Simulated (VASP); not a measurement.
Crystal: TiO2.

```
Ti O
1.0
     1.49733    0.86448    6.98154
    -1.49733    0.86448    6.98154
     0.00000   -1.72897    6.98154
Ti O
1 2
Cartesian
  0.0000 0.0000 0.0000
  0.0000 0.0000 7.9492
  0.0000 0.0000 12.9955
```

Base run:

- Program: VASP 6.6.1
- Functional: PBEsol
- Potentials or basis: VASP PAW PBE potentials, release 64 (Ti_sv, O)
- Cutoff: 520 eV
- k mesh: 9 × 9 × 9
- Occupations: fermi-dirac, width 0.05 eV
- Spin: no spin polarisation

Its results: band gap on the k mesh 2.68 eV, indirect (least direct gap 2.83 eV); pressure -3.9 GPa; largest force 0.385 eV/Å.

Problem. The run is repeated on the same cell with these changes: k mesh from 9 × 9 × 9 to 7 × 7 × 7. What comes out?

Solution. Band gap on the k mesh 2.63 eV, indirect (least direct gap 2.83 eV); pressure -3.9 GPa; largest force 0.386 eV/Å.

Caveats: the PAW data sets were made with another functional, which shifts forces and pressure a little.

A k mesh can miss the band edges.
